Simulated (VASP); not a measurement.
# Bi (I4/mmm) in VASP: further runs

The runs below take Bi through single point, with PBEsol.

All numbers are computed with VASP 6.6.1; they aren't measurements. Logs are shortened: lines on timing, memory, paths and dates and some standing lists are left out, and cuts for length are marked.

### Step 1. The cell of the first run

It takes space group I4/mmm (No. 139, tetragonal). The conventional cell has a = 9.176 Å, b = 9.176 Å, c = 2.826 Å, α = 90.00°, β = 90.00°, γ = 90.00°. Within 3.7 Å of Bi (site symmetry 4/mmm) lie 2 Bi at 2.83 Å.

### Step 2. Single point, PBEsol (strained)

INCAR

```
PREC = Accurate
ENCUT = 520
EDIFF = 1E-6
ISMEAR = 0
SIGMA = 0.1
LREAL = F
LASPH = T
NELM = 100
ALGO = Normal
ISIF = 2
LWAVE = F
LCHARG = F
GGA = PS
NBANDS = 14
```

KPOINTS

```
regular mesh
0
Gamma
  16 16 16
```

POSCAR

```
Bi
1.0
   -4.5882032018      4.5882032018      1.4129394515
    4.5882032018     -4.5882032018      1.4129394515
    4.5882032018      4.5882032018     -1.4129394515
Bi
1
Direct
    0.0000000000      0.0000000000      0.0000000000
```

Potentials or basis: VASP PAW PBE potentials, release 64 (Bi_d).

The run is started by

```console
> cat potpaw_PBE.64/Bi_d/POTCAR > POTCAR
> mpirun -np 1 vasp_std > vasp.out
```

OUTCAR:

```text
PREC = Accurate
   ENCUT = 520
   EDIFF = 1E-6
   ISMEAR = 0
   LREAL = F
   LASPH = T
   NELM = 100
   ISIF = 2
   GGA = PS

 ion  position               nearest neighbor table
   1  0.000  0.000  0.000-

  LATTYP: Found a body centered tetragonal cell.
 ALAT       =     9.1764064036
 C/A-ratio  =     0.3079504959

  Lattice vectors:

 A1 = (  -4.5882032018,   4.5882032018,   1.4129394515)
 A2 = (   4.5882032018,  -4.5882032018,   1.4129394515)
 A3 = (   4.5882032018,   4.5882032018,  -1.4129394515)

Analysis of symmetry for initial positions (statically):
=====================================================================
 Subroutine PRICEL returns:
 Original cell was already a primitive cell.

 Routine SETGRP: Setting up the symmetry group for a
 body centered tetragonal supercell.

 Subroutine GETGRP returns: Found 16 space group operations
 (whereof 16 operations were pure point group operations)
 out of a pool of 16 trial point group operations.

The static configuration has the point symmetry D_4h.

Analysis of symmetry for dynamics (positions and initial velocities):
=====================================================================
 Subroutine PRICEL returns:
 Original cell was already a primitive cell.

 Routine SETGRP: Setting up the symmetry group for a
 body centered tetragonal supercell.

 Subroutine GETGRP returns: Found 16 space group operations
 (whereof 16 operations were pure point group operations)
 out of a pool of 16 trial point group operations.

The dynamic configuration has the point symmetry D_4h.

 Subroutine INISYM returns: Found 16 space group operations
 (whereof 16 operations are pure point group operations),
 and found     1 'primitive' translations

----------------------------------------------------------------------------------------

                                     Primitive cell

  volume of cell :     118.9786

  direct lattice vectors                    reciprocal lattice vectors
    -4.588203202  4.588203202  1.412939451     0.000000000  0.108975121  0.353872206
     4.588203202 -4.588203202  1.412939451     0.108975121  0.000000000  0.353872206
     4.588203202  4.588203202 -1.412939451     0.108975121  0.108975121  0.000000000

  length of vectors
     6.640754109  6.640754109  6.640754109     0.370271677  0.370271677  0.154114094

  position of ions in fractional coordinates (direct lattice)
     0.000000000  0.000000000  0.000000000

  ion indices of the primitive-cell ions
   primitive index   ion index
                 1           1

----------------------------------------------------------------------------------------

 KPOINTS: regular mesh

Automatic generation of k-mesh.
 Grid dimensions read from file:
 generate k-points for:   16   16   16

 Generating k-lattice:

  Cartesian coordinates                     Fractional coordinates (reciprocal lattice)
     0.000000000  0.006810945  0.022117013     0.062500000 -0.000000000  0.000000000
     0.006810945  0.000000000  0.022117013    -0.000000000  0.062500000  0.000000000
     0.006810945  0.006810945  0.000000000     0.000000000  0.000000000  0.062500000

  Length of vectors
     0.023141980  0.023141980  0.009632131

  Shift w.r.t. Gamma in fractional coordinates (k-lattice)
     0.000000000  0.000000000  0.000000000

 Subroutine IBZKPT returns following result:
 ===========================================

 Found    349 irreducible k-points:

 Following reciprocal coordinates:
            Coordinates               Weight
  0.000000  0.000000  0.000000      1.000000
  0.062500 -0.000000  0.000000      8.000000
  0.125000 -0.000000  0.000000      8.000000
  0.187500 -0.000000  0.000000      8.000000
  0.250000 -0.000000  0.000000      8.000000
  0.312500  0.000000  0.000000      8.000000
[... 16 lines left out ...]
 -0.125000  0.062500 -0.000000     16.000000
 -0.062500  0.062500  0.000000      4.000000
 [... further k-points ...]
   k-points           NKPTS =    349   k-points in BZ     NKDIM =    349   number of bands    NBANDS=     14
   number of dos      NEDOS =    301   number of ions     NIONS =      1
   total plane-waves  NPLWV = 125000
   dimension x,y,z NGX =    50 NGY =   50 NGZ =   50
   dimension x,y,z NGXF=   100 NGYF=  100 NGZF=  100
   ions per type =               1
   NGX,Y,Z   is equivalent  to a cutoff of  12.52, 12.52, 12.52 a.u.
   NGXF,Y,Z  is equivalent  to a cutoff of  25.03, 25.03, 25.03 a.u.
 SYSTEM =  unknown system
   PREC   = accura    normal or accurate (medium, high low for compatibility)
   ISTART =      0    job   : 0-new  1-cont  2-samecut
   ICHARG =      2    charge: 1-file 2-atom 10-const
   ISPIN  =      1    spin polarized calculation?
   LNONCOLLINEAR =      F non collinear calculations
   LSORBIT =      F    spin-orbit coupling
   LASPH  =      T    aspherical Exc in radial PAW
   ENCUT  =  520.0 eV  38.22 Ry    6.18 a.u.  12.35 12.35 12.35*2*pi/ulx,y,z
   NELM   =    100;   NELMIN=  2; NELMDL= -5     # of ELM steps
   EDIFF  = 0.1E-05   stopping-criterion for ELM
   LREAL  =      F    real-space projection
   EDIFFG = 0.1E-04   stopping-criterion for IOM
   NSW    =      0    number of steps for IOM
   IBRION =     -1    ionic relax: 0-MD 1-quasi-New 2-CG
   NFREE  =      0    steps in history (QN), initial steepest desc. (CG)
   ISIF   =      2    stress and relaxation
   ISYM   =      2    0-nonsym 1-usesym 2-fastsym
   POTIM  = 0.5000    time-step for ionic-motion
   TEBEG  =    0.0;   TEEND  =   0.0 temperature during run
   PSTRESS=    0.0 pullay stress
   NELECT =      15.0000    total number of electrons
   NUPDOWN=      -1.0000    fix difference up-down
   EMIN   =  10.00;   EMAX   =-10.00  energy-range for DOS
   EFERMI =   0.00;   METHOD = LEGACY
   ISMEAR =     0;   SIGMA  =   0.10  broadening in eV -4-tet -1-fermi 0-gaus
   EFERMI_NEDOS =   21; number of points for ismear=-14 and -15
   IALGO  =     38    algorithm
   IMIX   =      4    mixing-type and parameters
     AMIX     =   0.40;   BMIX     =  1.00
     AMIX_MAG =   1.60;   BMIX_MAG =  1.00
  volume/ion in A,a.u.               =     118.98       802.91
  Fermi-wavevector in a.u.,A,eV,Ry     =   0.820885  1.551248  9.168315  0.673852
  Thomas-Fermi vector in A             =   1.931946
   LORBIT       =      0    0 simple, 1 ext, 2 COOP (PROOUT), +10 PAW based schemes
   GGA     = PS    functional components
   LHFCALC =     F    Hartree Fock is set to
   AEXX    =    0.0000 exact exchange contribution
   IVDW    =     0    specifies the selected vdW correction
   LEPSILON=     F    determine dielectric tensor
   LRPA    =     F    only Hartree local field effects (RPA)
 non-spin polarized calculation
 Gauss-broadening in eV      SIGMA  =   0.10
  energy-cutoff  :      520.00
  volume of cell :      118.98
 maximum number of plane-waves:      3226
 NGX is ok and might be reduce to    50
   NGX = 25   NGY = 25   NGZ = 25

 number of electron      14.9999993 magnetization

 Free energy of the ion-electron system (eV)
  ---------------------------------------------------
  ext. energy  EPLUGINS =         0.00000000
  ---------------------------------------------------
  free energy    TOTEN  =        -2.98849474 eV

  energy without entropy =       -2.98079370  energy(sigma->0) =       -2.98464422

 E-fermi :  -1.5902     XC(G=0):  -4.3941

 val. band max:       -1.5905498614   @ k =   0.1875   0.1250   0.0625
 cond. band min:      -1.5901122992   @ k =   0.2500   0.0625   0.0000
 fundamental gap:      0.0004375622
 Fermi energy:        -1.5901773277

 k-point     1 :       0.0000    0.0000    0.0000
  band No.  band energies     occupation
      1     -24.6043      2.00000
      2     -23.9989      2.00000
      3     -23.9989      2.00000
      4     -23.8283      2.00000
      5     -23.8283      2.00000
      6     -13.3894      2.00000
      7      -3.0379      2.00000
      8      -3.0379      2.00000
      9       1.4182      0.00000
     10       3.1213      0.00000
     11       5.1592      0.00000
     12       5.8939      0.00000
     13       5.8941      0.00000
     14       6.7224      0.00000

 k-point     2 :       0.0625   -0.0000    0.0000
  band No.  band energies     occupation
      1     -24.5674      2.00000
      2     -23.9974      2.00000
      3     -23.9974      2.00000
      4     -23.8422      2.00000
      5     -23.8421      2.00000
      6     -13.3161      2.00000
      7      -2.9531      2.00000
      8      -2.9528      2.00000
      9       1.5025      0.00000
     10       3.2000      0.00000
     11       5.1604      0.00000
     12       5.9549      0.00000
     13       5.9787      0.00000
     14       6.7141      0.00000

 k-point     3 :       0.1250   -0.0000    0.0000
  band No.  band energies     occupation
      1     -24.4618      2.00000
      2     -23.9932      2.00000
      3     -23.9931      2.00000
      4     -23.8815      2.00000
      5     -23.8815      2.00000
      6     -13.0944      2.00000
      7      -2.7024      2.00000
      8      -2.7011      2.00000
      9       1.7540      0.00000
     10       3.4361      0.00000
     11       4.7457      0.00000
     12       5.1953      0.00000
     13       6.1583      0.00000
     14       6.2305      0.00000

 k-point     4 :       0.1875   -0.0000    0.0000
  band No.  band energies     occupation
      1     -24.3027      2.00000
      2     -23.9868      2.00000
      3     -23.9868      2.00000
      4     -23.9398      2.00000
      5     -23.9398      2.00000
      6     -12.7195      2.00000
      7      -2.2975      2.00000
      8      -2.2947      2.00000
      9       2.1287      0.00000
     10       2.6253      0.00000
     11       3.8297      0.00000
     12       5.3169      0.00000
     13       6.5112      0.00000
     14       6.6404      0.00000

 k-point     5 :       0.2500   -0.0000    0.0000
  band No.  band energies     occupation
      1     -24.1137      2.00000
      2     -24.0076      2.00000
      3     -24.0076      2.00000
      4     -23.9792      2.00000
      5     -23.9792      2.00000
      6     -12.1870      2.00000
      7      -1.7586      1.98279
      8      -1.7540      1.97948
      9       0.4154      0.00000
     10       2.7918      0.00000
     11       4.3782      0.00000
[... 276 lines left out ...]
 k-point    22 :      -0.1875    0.0625   -0.0000
  band No.  band energies     occupation
      1     -24.4618      2.00000
      2     -23.9932      2.00000
      3     -23.9931      2.00000
      4     -23.8815      2.00000
      5     -23.8815      2.00000
      6     -13.0941      2.00000
      7      -2.7246      2.00000
      8      -2.6997      2.00000
      9       1.8353      0.00000
     10       3.4850      0.00000
     11       4.7431      0.00000
     12       4.9721      0.00000
     13       5.9247      0.00000
     14       6.5242      0.00000

 k-point    23 :      -0.1250    0.0625   -0.0000
  band No.  band energies     occupation
      1     -24.5674      2.00000
      2     -23.9974      2.00000
      3     -23.9974      2.00000
      4     -23.8422      2.00000
      5     -23.8421      2.00000
      6     -13.3159      2.00000
      7      -2.9686      2.00000
      8      -2.9516      2.00000
      9       1.5576      0.00000
     10       3.2329      0.00000
     11       4.9721      0.00000
     12       5.7270      0.00000
     13       6.2249      0.00000
     14       6.7211      0.00000

 k-point    24 :      -0.0625    0.0625    0.0000
  band No.  band energies     occupation
      1     -24.6043      2.00000
      2     -23.9989      2.00000
      3     -23.9989      2.00000
      4     -23.8283      2.00000
      5     -23.8283      2.00000
      6     -13.3893      2.00000
      7      -3.0459      2.00000
      8      -3.0373      2.00000
      9       1.4461      0.00000
     10       3.1379      0.00000
     11       5.0460      0.00000
     12       5.7430      0.00000
     13       6.0419      0.00000
     14       6.9077      0.00000

 [... further k-points ...]

------------------------ aborting loop because EDIFF is reached ----------------------------------------

  FORCE on cell =-STRESS in cart. coord.  units (eV):
  Direction    XX          YY          ZZ          XY          YZ          ZX
  --------------------------------------------------------------------------------------
  -------------------------------------------------------------------------------------
  Total       -0.0305060     -0.0305060      0.2006456      0.0000000      0.0000000     -0.0000000
  in kB       -0.4107971     -0.4107971      2.7019132      0.0000000      0.0000000     -0.0000000
  external PRESSURE =       0.6267730 kB  Pullay stress =       0.0000000 kB

 VOLUME and BASIS-vectors are now :
 -----------------------------------------------------------------------------
  energy-cutoff  :      520.00
  volume of cell :      118.98
      direct lattice vectors                 reciprocal lattice vectors
    -4.588203202  4.588203202  1.412939451     0.000000000  0.108975121  0.353872206
     4.588203202 -4.588203202  1.412939451     0.108975121  0.000000000  0.353872206
     4.588203202  4.588203202 -1.412939451     0.108975121  0.108975121  0.000000000

 POSITION                                       TOTAL-FORCE (eV/Angst)
 -----------------------------------------------------------------------------------
      0.00000      0.00000      0.00000         0.000000     -0.000000      0.000000
 -----------------------------------------------------------------------------------
    total drift:                                0.000000      0.000000      0.000000

  FREE ENERGIE OF THE ION-ELECTRON SYSTEM (eV)
  ---------------------------------------------------
  free  energy   TOTEN  =        -2.9884947431 eV

  energy  without entropy=       -2.9807936984  energy(sigma->0) =       -2.98464422
```

Run time: 7.1 min. Hardware: 1 thread of Intel Xeon Platinum 8488C (Sapphire Rapids), shared host; peak memory 0.72 GiB.

Results:

| Quantity | Value |
| --- | --- |
| Free energy | -2.9885 eV |
| Pressure | 0.1 GPa |

Caveat: the cell differs from its parent crystal (strained); the PAW data sets were made with another functional, which shifts forces and pressure a little; spin-orbit coupling is left out, which moves the levels of the heavy elements.

[end of part 1 of 2]
